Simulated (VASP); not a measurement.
# CoSi2 (AlB2 type) (P6/mmm) in VASP: a series of runs

CoSi2 (AlB2 type) is run at these levels: PBE; tasks: single point, relaxation of cell and atoms.

All numbers are computed with VASP 6.6.1; they aren't measurements. Logs are shortened: lines on timing, memory, paths and dates and some standing lists are left out, and cuts for length are marked.

**1. The cell of the first run**

Symmetry: P6/mmm, No. 191, hexagonal system. The conventional cell has a = 3.809 Å, b = 3.809 Å, c = 2.323 Å, α = 90.00°, β = 90.00°, γ = 120.00°. Within 3.1 Å of Co (site symmetry 6/mmm) lie 2 Co at 2.32 Å and 12 Si at 2.49 Å. Si (site symmetry -6m2) has 5 Si at 2.20 to 2.32 Å and 6 Co at 2.49 Å within 2.9 Å.

**2. Single point, PBE**

The input, INCAR:

```
SYSTEM = CoSi2
ALGO     = Normal         ! electronic algorithm
EDIFF    = 1E-6           ! SCF threshold, eV
ENCUT    = 520            ! plane-wave cutoff, eV
GGA      = PE             ! functional
ISIF     = 2              ! what is computed and relaxed
ISMEAR   = -1             ! smearing method
LASPH    = .True.         ! aspherical terms in the spheres
LCHARG   = .False.        ! write CHGCAR
LREAL    = .False.        ! projectors in reciprocal space
LWAVE    = .False.        ! write WAVECAR
NBANDS   = 16             ! bands
NELM     = 80             ! most SCF steps
PREC     = Accurate       ! precision mode
SIGMA    = 0.1            ! smearing width, eV
```

The input, KPOINTS:

```
k-points
0
Gamma
  9 9 8
  0 0 0
```

The input, POSCAR:

```
CoSi2
1.0
    3.8089197055      0.0000000000      0.0000000000
   -1.9044598528      3.2986212260      0.0000000000
    0.0000000000      0.0000000000      2.3231255423
Co Si
1 2
Direct
    0.0000000000      0.0000000000      0.0000000000
    0.3333333333      0.6666666667      0.5000000000
    0.6666666667      0.3333333333      0.5000000000
```

Potentials or basis: VASP PAW PBE potentials, release 64 (Co, Si).

The run is started by

```bash
$ cat potpaw_PBE.64/Co/POTCAR potpaw_PBE.64/Si/POTCAR > POTCAR
$ mpirun -np 1 vasp_std > vasp.out
```

OUTCAR:

```text
SYSTEM = CoSi2
   EDIFF = 1E-6
   ENCUT = 520
   GGA = PE
   ISIF = 2
   ISMEAR = -1
   LASPH = .True.
   LREAL = .False.
   NELM = 80
   PREC = Accurate

 ion  position               nearest neighbor table
   1  0.000  0.000  0.000-   2 2.49   3 2.49   2 2.49   3 2.49   3 2.49   3 2.49   2 2.49   2 2.49
                             3 2.49   3 2.49   2 2.49   2 2.49
   2  0.333  0.667  0.500-   3 2.20   3 2.20   3 2.20   1 2.49   1 2.49   1 2.49   1 2.49   1 2.49
                             1 2.49
   3  0.667  0.333  0.500-   2 2.20   2 2.20   2 2.20   1 2.49   1 2.49   1 2.49   1 2.49   1 2.49
                             1 2.49

  LATTYP: Found a hexagonal cell.
 ALAT       =     3.8089197055
 C/A-ratio  =     0.6099171739

  Lattice vectors:

 A1 = (   3.8089197055,   0.0000000000,   0.0000000000)
 A2 = (  -1.9044598528,   3.2986212260,   0.0000000000)
 A3 = (   0.0000000000,   0.0000000000,   2.3231255423)

Analysis of symmetry for initial positions (statically):
=====================================================================
 Subroutine PRICEL returns:
 Original cell was already a primitive cell.

 Routine SETGRP: Setting up the symmetry group for a
 hexagonal supercell.

 Subroutine GETGRP returns: Found 24 space group operations
 (whereof 24 operations were pure point group operations)
 out of a pool of 24 trial point group operations.

The static configuration has the point symmetry D_6h.

Analysis of symmetry for dynamics (positions and initial velocities):
=====================================================================
 Subroutine PRICEL returns:
 Original cell was already a primitive cell.

 Routine SETGRP: Setting up the symmetry group for a
 hexagonal supercell.

 Subroutine GETGRP returns: Found 24 space group operations
 (whereof 24 operations were pure point group operations)
 out of a pool of 24 trial point group operations.

The dynamic configuration has the point symmetry D_6h.

 Subroutine INISYM returns: Found 24 space group operations
 (whereof 24 operations are pure point group operations),
 and found     1 'primitive' translations

----------------------------------------------------------------------------------------

                                     Primitive cell

  volume of cell :      29.1882

  direct lattice vectors                    reciprocal lattice vectors
     3.808919706  0.000000000  0.000000000     0.262541633  0.151578483  0.000000000
    -1.904459853  3.298621226  0.000000000     0.000000000  0.303156965  0.000000000
     0.000000000  0.000000000  2.323125542     0.000000000  0.000000000  0.430454567

  length of vectors
     3.808919706  3.808919706  2.323125542     0.303156965  0.303156965  0.430454567

  position of ions in fractional coordinates (direct lattice)
     0.000000000  0.000000000  0.000000000
     0.333333333  0.666666667  0.500000000
     0.666666667  0.333333333  0.500000000

  ion indices of the primitive-cell ions
   primitive index   ion index
                 1           1
                 2           2
                 3           3

----------------------------------------------------------------------------------------

 KPOINTS: k-points

Automatic generation of k-mesh.
 Grid dimensions read from file:
 generate k-points for:    9    9    8

 Generating k-lattice:

  Cartesian coordinates                     Fractional coordinates (reciprocal lattice)
     0.029171293  0.016842054  0.000000000     0.111111111  0.000000000  0.000000000
     0.000000000  0.033684107  0.000000000     0.000000000  0.111111111  0.000000000
     0.000000000  0.000000000  0.053806821     0.000000000  0.000000000  0.125000000

  Length of vectors
     0.033684107  0.033684107  0.053806821

  Shift w.r.t. Gamma in fractional coordinates (k-lattice)
     0.000000000  0.000000000  0.000000000

 Subroutine IBZKPT returns following result:
 ===========================================

 Found     60 irreducible k-points:

 Following reciprocal coordinates:
            Coordinates               Weight
  0.000000  0.000000  0.000000      1.000000
  0.111111  0.000000  0.000000      6.000000
  0.222222  0.000000  0.000000      6.000000
  0.333333  0.000000  0.000000      6.000000
  0.444444  0.000000  0.000000      6.000000
  0.111111  0.111111  0.000000      6.000000
[... 16 lines left out ...]
  0.333333  0.222222  0.125000     24.000000
  0.333333  0.333333  0.125000      4.000000
 [... further k-points ...]
   k-points           NKPTS =     60   k-points in BZ     NKDIM =     60   number of bands    NBANDS=     16
   number of dos      NEDOS =    301   number of ions     NIONS =      3
   total plane-waves  NPLWV =  14112
   dimension x,y,z NGX =    28 NGY =   28 NGZ =   18
   dimension x,y,z NGXF=    56 NGYF=   56 NGZF=   36
   ions per type =               1   2
   NGX,Y,Z   is equivalent  to a cutoff of  12.22, 12.22, 12.88 a.u.
   NGXF,Y,Z  is equivalent  to a cutoff of  24.44, 24.44, 25.76 a.u.
 SYSTEM =  CoSi2
   PREC   = accura    normal or accurate (medium, high low for compatibility)
   ISTART =      0    job   : 0-new  1-cont  2-samecut
   ICHARG =      2    charge: 1-file 2-atom 10-const
   ISPIN  =      1    spin polarized calculation?
   LNONCOLLINEAR =      F non collinear calculations
   LSORBIT =      F    spin-orbit coupling
   LASPH  =      T    aspherical Exc in radial PAW
   ENCUT  =  520.0 eV  38.22 Ry    6.18 a.u.   7.08  7.08  4.32*2*pi/ulx,y,z
   NELM   =     80;   NELMIN=  2; NELMDL= -5     # of ELM steps
   EDIFF  = 0.1E-05   stopping-criterion for ELM
   LREAL  =      F    real-space projection
   EDIFFG = 0.1E-04   stopping-criterion for IOM
   NSW    =      0    number of steps for IOM
   IBRION =     -1    ionic relax: 0-MD 1-quasi-New 2-CG
   NFREE  =      0    steps in history (QN), initial steepest desc. (CG)
   ISIF   =      2    stress and relaxation
   ISYM   =      2    0-nonsym 1-usesym 2-fastsym
   POTIM  = 0.5000    time-step for ionic-motion
   TEBEG  =    0.0;   TEEND  =   0.0 temperature during run
   PSTRESS=    0.0 pullay stress
   NELECT =      17.0000    total number of electrons
   NUPDOWN=      -1.0000    fix difference up-down
   EMIN   =  10.00;   EMAX   =-10.00  energy-range for DOS
   EFERMI =   0.00;   METHOD = LEGACY
   ISMEAR =    -1;   SIGMA  =   0.10  broadening in eV -4-tet -1-fermi 0-gaus
   EFERMI_NEDOS =   21; number of points for ismear=-14 and -15
   IALGO  =     38    algorithm
   IMIX   =      4    mixing-type and parameters
     AMIX     =   0.40;   BMIX     =  1.00
     AMIX_MAG =   1.60;   BMIX_MAG =  1.00
  volume/ion in A,a.u.               =       9.73        65.66
  Fermi-wavevector in a.u.,A,eV,Ry     =   1.367169  2.583575 25.431339  1.869151
  Thomas-Fermi vector in A             =   2.493245
   LORBIT       =      0    0 simple, 1 ext, 2 COOP (PROOUT), +10 PAW based schemes
   GGA     = PE    functional components
[... 5 lines left out ...]
 non-spin polarized calculation
  energy-cutoff  :      520.00
  volume of cell :       29.19
 maximum number of plane-waves:       798
   NGX = 15   NGY = 15   NGZ =  9

 number of electron      16.9999995 magnetization

 Free energy of the ion-electron system (eV)
  ---------------------------------------------------
  ext. energy  EPLUGINS =         0.00000000
  ---------------------------------------------------
  free energy    TOTEN  =       -15.63650406 eV

  energy without entropy =      -15.56166420  energy(sigma->0) =      -15.59908413

 E-fermi :  15.1860     XC(G=0): -13.2523

 val. band max:       15.1749670436   @ k =   0.2222   0.1111   0.5000
 cond. band min:      15.1934511396   @ k =   0.1111   0.1111   0.2500
 fundamental gap:      0.0184840960
 Fermi energy:        15.1860222730

 k-point     1 :       0.0000    0.0000    0.0000
  band No.  band energies     occupation
      1      -1.5626      2.00000
      2       8.0354      2.00000
      3       8.0354      2.00000
      4      10.7809      2.00000
      5      11.1637      2.00000
      6      12.6328      2.00000
[... 8 lines left out ...]
     15      32.6050      0.00000
     16      32.6051      0.00000

 k-point     2 :       0.1111    0.0000    0.0000
  band No.  band energies     occupation
      1      -1.4008      2.00000
      2       7.1520      2.00000
      3       7.9951      2.00000
      4      10.5596      2.00000
      5      11.9722      2.00000
      6      12.4110      2.00000
[... 8 lines left out ...]
     15      31.3407      0.00000
     16      32.3490      0.00000

 k-point     3 :       0.2222    0.0000    0.0000
  band No.  band energies     occupation
      1      -0.9223      2.00000
      2       5.5831      2.00000
      3       7.8963      2.00000
      4       9.9320      2.00000
      5      11.9362      2.00000
      6      12.3285      2.00000
[... 8 lines left out ...]
     15      29.1721      0.00000
     16      29.8902      0.00000

 k-point     4 :       0.3333    0.0000    0.0000
  band No.  band energies     occupation
      1      -0.1539      2.00000
      2       3.9836      2.00000
      3       7.7895      2.00000
      4       9.2738      2.00000
      5      11.8543      2.00000
      6      12.1733      2.00000
[... 8 lines left out ...]
     15      26.2592      0.00000
     16      28.5243      0.00000
[... 324 lines left out ...]
 k-point    22 :       0.2222    0.2222    0.1250
  band No.  band energies     occupation
      1       0.6907      2.00000
      2       4.0852      2.00000
      3       6.4875      2.00000
      4      10.9958      2.00000
      5      11.8330      2.00000
      6      12.1561      2.00000
[... 8 lines left out ...]
     15      26.8723      0.00000
     16      27.3527      0.00000

 k-point    23 :       0.3333    0.2222    0.1250
  band No.  band energies     occupation
      1       1.5936      2.00000
      2       3.0487      2.00000
      3       5.9039      2.00000
      4      11.2033      2.00000
      5      11.9463      2.00000
      6      12.1183      2.00000
[... 8 lines left out ...]
     15      26.3953      0.00000
     16      27.6715      0.00000

 k-point    24 :       0.3333    0.3333    0.1250
  band No.  band energies     occupation
      1       2.4001      2.00000
      2       2.4001      2.00000
      3       5.3709      2.00000
      4      11.6615      2.00000
      5      11.9517      2.00000
      6      11.9517      2.00000
[... 8 lines left out ...]
     15      26.3946      0.00000
     16      28.3720      0.00000

 [... further k-points ...]
[... 5 lines left out ...]
  --------------------------------------------------------------------------------------
  -------------------------------------------------------------------------------------
  Total       11.9850360     11.9850360     11.9709870     -0.0000000      0.0000000      0.0000000
  in kB      657.8743897    657.8743897    657.1032203     -0.0000000      0.0000000      0.0000000
  external PRESSURE =     657.6173332 kB  Pullay stress =       0.0000000 kB

 VOLUME and BASIS-vectors are now :
 -----------------------------------------------------------------------------
  energy-cutoff  :      520.00
  volume of cell :       29.19
      direct lattice vectors                 reciprocal lattice vectors
     3.808919706  0.000000000  0.000000000     0.262541633  0.151578483  0.000000000
    -1.904459853  3.298621226  0.000000000     0.000000000  0.303156965  0.000000000
     0.000000000  0.000000000  2.323125542     0.000000000  0.000000000  0.430454567

 POSITION                                       TOTAL-FORCE (eV/Angst)
 -----------------------------------------------------------------------------------
      0.00000      0.00000      0.00000        -0.000000      0.000000      0.000000
     -0.00000      2.19908      1.16156        -0.000000      0.000000      0.000000
      1.90446      1.09954      1.16156         0.000000     -0.000000      0.000000
 -----------------------------------------------------------------------------------
    total drift:                               -0.000000      0.000000      0.000000

  FREE ENERGIE OF THE ION-ELECTRON SYSTEM (eV)
  ---------------------------------------------------
  free  energy   TOTEN  =       -15.6365040613 eV

  energy  without entropy=      -15.5616641987  energy(sigma->0) =      -15.59908413
```

Run time: 46 s. Hardware: 1 thread of AMD EPYC 7R13, shared host; peak memory 0.13 GiB.

Results:

- Free energy: -15.6365 eV
- Pressure: 65.8 GPa

Stress tensor (GPa, compression positive):
```
65.79  0.00  0.00
 0.00 65.79  0.00
 0.00  0.00 65.71
```

Levels at points of the mesh, in eV from the Fermi level:
```csv
k point,band 7,band 8,band 9,band 10,band 11,band 12
"(0.00, 0.00, 0.00)",-2.55,-1.03,-1.03,0.43,0.43,4.64
"(0.00, 0.00, 0.50)",-1.13,-1.13,-0.24,0.52,5.31,5.31
```

Spin polarisation is off, so any magnetic state and its effect on volume and gap are missing.

**3. Single point, PBE**

The input, INCAR:

```
  PREC = Accurate
  ENCUT = 520
  EDIFF = 1E-6
  ISMEAR = -1
  SIGMA = 0.1
  LREAL = False
  LASPH = True
  NELM = 60
  ALGO = Normal
  ISIF = 2
  LWAVE = False
  LCHARG = True
  GGA = PE
  LELF = True
  LVHAR = True
  NBANDS = 16
```

The input, KPOINTS:

```
regular mesh
0
Gamma
  9 9 8
```

The input, POSCAR:

```
CoSi2
1.0
    3.8085532874      0.0000000000      0.0000000000
   -1.9042766437      3.2983038985      0.0000000000
    0.0000000000      0.0000000000      2.3228261483
Co Si
1 2
Direct
    0.0000000000      0.0000000000      0.0000000000
    0.3333333333      0.6666666667      0.5000000000
    0.6666666667      0.3333333333      0.5000000000
```

Potentials or basis: VASP PAW PBE potentials, release 64 (Co, Si).

The run is started by

```bash
$ cat potpaw_PBE.64/Co/POTCAR potpaw_PBE.64/Si/POTCAR > POTCAR
$ mpirun -np 1 vasp_std > vasp.out
```

Run time: 49 s. Hardware: 1 thread of AMD EPYC 7R13, shared host; peak memory 0.13 GiB.

Results (log left out):

```
Free energy : -15.6326 eV
Pressure    : 65.9 GPa
```

Levels at points of the mesh, in eV from the Fermi level:
```csv
k point,band 6,band 7,band 8,band 9,band 10,band 11,band 12,band 13
"(0.00, 0.00, 0.00)",-2.55,-2.55,-1.03,-1.03,0.43,0.43,4.65,8.36
"(0.00, 0.00, 0.50)",-3.20,-1.13,-1.13,-0.24,0.52,5.31,5.31,6.08
```

**4. Relaxation of cell and atoms, PBE, target pressure 66 GPa, at which the enthalpy is minimised**

The input, INCAR:

```
PREC = Accurate ; ENCUT = 600
EDIFF = 1E-7 ; ISMEAR = -1
SIGMA = 0.1 ; LREAL = F
LASPH = T ; NELM = 60
ALGO = Normal ; ISIF = 3
LWAVE = F ; LCHARG = F
GGA = PE ; IBRION = 2
NSW = 32 ; EDIFFG = -0.005
PSTRESS = 660.0
```

KPOINTS is that of step 3.

The input, POSCAR:

```
CoSi2
1.0
    3.8089197055      0.0000000000      0.0000000000
   -1.9044598528      3.2986212260      0.0000000000
    0.0000000000      0.0000000000      2.3231255423
Co Si
1 2
Direct
    0.0000000000      0.0000000000      0.0000000000
    0.3333333333      0.6666666667      0.5000000000
    0.6666666667      0.3333333333      0.5000000000
```

The run is started by

```bash
$ cat potpaw_PBE.64/Co/POTCAR potpaw_PBE.64/Si/POTCAR > POTCAR
$ mpirun -np 1 vasp_std > vasp.out
```

Wall time 1.7 min (1 thread of AMD EPYC 7R13, shared host); peak memory 0.14 GiB.

It converged, with:

| Property | Result |
| --- | --- |
| Free energy | -15.6300 eV |
| Relaxed volume | 9.72 Å³/atom |
| Relaxed cell | a = 3.808 Å, b = 3.808 Å, c = 2.323 Å, α = 90.00°, β = 90.00°, γ = 120.00° |
| Space group after relaxing (to 0.05 Å) | P6/mmm (No. 191) |
| Energy change on relaxing (the enthalpy is what falls) | +2.1 meV/atom |
| Ionic steps | 3 |
| Pressure after relaxing | 66.0 GPa |

Step by step:
```tsv
step	energy change (eV)	largest force (eV/Å)	pressure (GPa)	volume (Å³)
1	0.0000	0.0000	65.81	29.19
2	0.0201	0.0000	66.51	29.14
3	0.0063	0.0000	66.03	29.17
```

Final structure:
```xyz
3
Lattice="3.8083 0.0000 0.0000 -1.9042 3.2981 0.0000 0.0000 0.0000 2.3226" Properties=species:S:1:pos:R:3 pbc="T T T"
Co    0.0000    0.0000    0.0000
Si    0.0000    2.1987    1.1613
Si    1.9042    1.0994    1.1613
```

Levels at points of the mesh, in eV from the Fermi level:
```
           k point  band 7  band 8  band 9  band 10  band 11  band 12
(0.00, 0.00, 0.00)   -2.56   -1.03   -1.03     0.43     0.43     4.65
(0.00, 0.00, 0.50)   -1.13   -1.13   -0.24     0.52     5.31     5.31
```

Caveat: the cell is relaxed towards a set pressure, so the enthalpy falls and the energy may rise. Spin polarisation is off, so any magnetic state and its effect on volume and gap are missing.

(Part 1 of 2 ends here.)
